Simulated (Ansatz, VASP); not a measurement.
## Two plane-wave programs on CoSi

```xyz
8
Lattice="4.3861 0.0000 0.0000 0.0000 4.3861 0.0000 0.0000 0.0000 4.3861" Properties=species:S:1:pos:R:3 pbc="T T T"
Co    0.6408    0.6408    0.6408
Co    1.5522    3.7453    2.8339
Co    2.8339    1.5522    3.7453
Co    3.7453    2.8339    1.5522
Si    3.6998    3.6998    3.6998
Si    2.8793    0.6863    1.5068
Si    1.5068    2.8793    0.6863
Si    0.6863    1.5068    2.8793
```

Alike in both runs: functional PBE; k mesh 8 × 8 × 8; occupations gaussian, width 0.1 eV; no spin polarisation.

Ansatz relaxed the structure, and its values are those at the end. VASP's run is a single point on that final structure, the one shown.

|  | VASP | Ansatz |
| --- | --- | --- |
| version | VASP 6.6.1 | Ansatz 0.2.0 |
| potentials or method | VASP PAW PBE potentials, release 64 (Co, Si), cutoff 520 eV | scalar-relativistic, plane waves, PAW |
| valence electrons in the cell | 52 | 84 |

```csv
,VASP,Ansatz,Ansatz less VASP
gap on the k mesh at the Fermi level (eV),none,none,-
pressure (GPa),7.1,7.1,+0.09
```

A gap of «none» marks a metal or a gap that the smearing closes. VASP's potentials hold 52 valence electrons a cell and Ansatz's 84, so a difference there can come from the potentials and not from the codes. Ansatz's warnings: stress scf threshold loose.
